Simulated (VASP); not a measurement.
# Li (P1) in VASP: notebook, part 2 of 2

VASP 6.6.1. The steps go on from the part before.

### Step 4. Single point, PBEsol

INCAR reads:

```
PREC = Accurate
ENCUT = 520
EDIFF = 1E-6
ISMEAR = -1
SIGMA = 0.16
LREAL = Auto
LASPH = True
NELM = 60
ALGO = Normal
ISIF = 2
LWAVE = False
LCHARG = False
GGA = PS
NBANDS = 38
```

KPOINTS reads:

```
regular mesh
0
Gamma
  2 2 2
```

POSCAR reads:

```
Li
1.0
    7.3128730000      0.0000000000      0.0000000000
    0.0000000000      7.3128730000      0.0000000000
    0.0000000000      0.0000000000      7.3128730000
Li
16
Direct
   -0.1660633242      0.1887083230     -0.0937251337
    0.4336599309     -0.1992650495     -0.2421073086
    0.0556005827      0.8655148257     -0.3312788284
    0.1342563996     -0.0514982279      0.1599918390
    0.1793959775      0.5649763096      0.0066047913
    0.4290516190      0.1917987636     -0.1772080549
    0.7006958825     -0.0018460597      0.5434662957
    0.9292380710      0.2671726967      0.2953832235
   -0.1557527390      0.6493207252      0.3802472708
    0.5915185454      0.3663402879      0.2492590805
    0.3414526685      0.1630686052      0.4495086951
    0.7027744089      0.5162540085      0.6585646982
    0.6445483191      0.9497088217      0.1598961174
    1.0989798401      0.4625131600      0.6224503010
    0.4000342957      0.6953628212      0.3643301340
    0.8195274279      0.6133567478      0.9982260050
```

Potentials or basis: VASP PAW PBE potentials, release 64 (Li_sv).

Started as:

```console
> cat potpaw_PBE.64/Li_sv/POTCAR > POTCAR
> mpirun -np 1 vasp_std > vasp.out
```

OUTCAR:

```text
PREC = Accurate
   ENCUT = 520
   EDIFF = 1E-6
   ISMEAR = -1
   LREAL = Auto
   LASPH = True
   NELM = 60
   ISIF = 2
   GGA = PS

 ion  position               nearest neighbor table
   1  0.834  0.189  0.906-
   2  0.434  0.801  0.758-
   3  0.056  0.866  0.669-
[... 531 lines left out ...]
  --------------------------------------------------------------------------------------
  -------------------------------------------------------------------------------------
  Total       -2.2582003     -3.4914558     -2.1630550     -1.6060026      0.9178434      0.8367862
  in kB       -9.2514319    -14.3038530     -8.8616388     -6.5794975      3.7602359      3.4281593
  external PRESSURE =     -10.8056412 kB  Pullay stress =       0.0000000 kB

 VOLUME and BASIS-vectors are now :
 -----------------------------------------------------------------------------
  energy-cutoff  :      520.00
  volume of cell :      391.08
      direct lattice vectors                 reciprocal lattice vectors
     7.312873000  0.000000000  0.000000000     0.136745162  0.000000000  0.000000000
     0.000000000  7.312873000  0.000000000     0.000000000  0.136745162  0.000000000
     0.000000000  0.000000000  7.312873000     0.000000000  0.000000000  0.136745162

 POSITION                                       TOTAL-FORCE (eV/Angst)
 -----------------------------------------------------------------------------------
      6.09847      1.38000      6.62747         0.238456      0.064788     -0.153894
      3.17130      5.85567      5.54237         0.116614     -0.137784      0.212345
      0.40660      6.32940      4.89027        -0.034024      0.116176      0.059679
      0.98180      6.93627      1.17000        -0.069112     -0.056792     -0.126503
      1.31190      4.13160      0.04830         0.294477     -0.277899      0.176638
      3.13760      1.40260      6.01697        -0.110422      0.226161      0.339108
[... 8 lines left out ...]
      2.92540      5.08510      2.66430        -0.091490      0.002259      0.143775
      5.99310      4.48540      7.29990        -0.233891      0.190201     -0.070523
 -----------------------------------------------------------------------------------
    total drift:                               -0.002794     -0.005065     -0.005255

  FREE ENERGIE OF THE ION-ELECTRON SYSTEM (eV)
  ---------------------------------------------------
  free  energy   TOTEN  =       -29.7428733615 eV

  energy  without entropy=      -28.9879192830  energy(sigma->0) =      -29.36539632
```

It took 2.1 min on 1 thread of Intel Xeon Platinum 8488C (Sapphire Rapids), shared host; peak memory 0.37 GiB.

Results:

```yaml
Free_energy: -29.7429 eV
Largest_force: 0.631 eV/Å
Band_gap_on_the_k_mesh: zero (bands 24 and 25 overlap by 0.70 eV)
```

Forces in eV/Å, atoms in the order of the input:
```
Li   0.238  0.065 -0.154
Li   0.117 -0.138  0.212
Li  -0.034  0.116  0.060
Li  -0.069 -0.057 -0.127
Li   0.294 -0.278  0.177
Li  -0.110  0.226  0.339
Li   0.035  0.147 -0.006
Li   0.279 -0.031  0.154
Li   0.325  0.417 -0.344
Li  -0.245  0.052 -0.261
Li  -0.117 -0.157 -0.042
Li  -0.414 -0.399  0.040
Li  -0.141 -0.032 -0.143
Li   0.167 -0.125  0.022
Li  -0.091  0.002  0.144
Li  -0.234  0.190 -0.071
```

Levels at points of the mesh, in eV from the Fermi level:
```
           k point  band 19  band 20  band 21  band 22  band 23  band 24  band 25  band 26  band 27  band 28
(0.00, 0.00, 0.00)    -1.07    -0.97    -0.94    -0.86    -0.79     0.37     0.41     0.48     0.76     0.87
(0.50, 0.00, 0.00)    -0.68    -0.60    -0.55    -0.48    -0.37    -0.29    -0.26    -0.20     0.92     1.28
(0.00, 0.50, 0.00)    -0.66    -0.59    -0.52    -0.43    -0.40    -0.37    -0.32    -0.22     1.09     1.21
(0.00, 0.00, 0.50)    -0.66    -0.58    -0.51    -0.48    -0.45    -0.38    -0.24    -0.16     0.91     1.26
(0.50, 0.50, 0.00)    -2.01    -1.87    -0.27    -0.16     0.00     0.06     0.17     0.32     0.37     0.56
(0.00, 0.50, 0.50)    -2.02    -1.96    -0.22    -0.05    -0.02     0.05     0.20     0.29     0.30     0.54
(0.50, 0.00, 0.50)    -2.02    -1.87    -0.29    -0.14    -0.08     0.12     0.14     0.32     0.37     0.62
(0.50, 0.50, 0.50)    -1.61    -1.53    -1.48    -1.37    -1.35    -1.20     1.62     1.82     1.99     2.11
```

Caveat: the k points lie up to 0.43 Å⁻¹ apart, too coarse for converged energies and pressures of a metal; the cutoff is under 1.25 times the usual one of these potentials, so pressure, stress and relaxed cells hold a basis-set (Pulay) error; the atoms stand as in a frame of molecular dynamics; the PAW data sets were made with another functional, which shifts forces and pressure a little.

### Step 5. The runs side by side

| cell | gap on the mesh (eV) | largest force (eV/Å) |
| --- | --- | --- |
| as given, atomic positions A | none | 1.16 |
| as given, atomic positions B | none | 0.78 |
| as given, atomic positions C | none | 0.63 |

Alike in all rows: task single point; level PBEsol; potentials or basis VASP PAW PBE potentials, release 64 (Li_sv); no spin polarisation; k mesh 2 × 2 × 2; cutoff (eV) 520; smearing fermi-dirac 0.16 eV.

Caveats: all runs use coarse meshes; the cutoff is under 1.25 times the usual one of these potentials, so pressure, stress and relaxed cells hold a basis-set (Pulay) error; the atoms stand as in a frame of molecular dynamics; the PAW data sets were made with another functional, which shifts forces and pressure a little.

Total energies depend on the potentials used, so only differences within one code and one set of settings carry meaning.
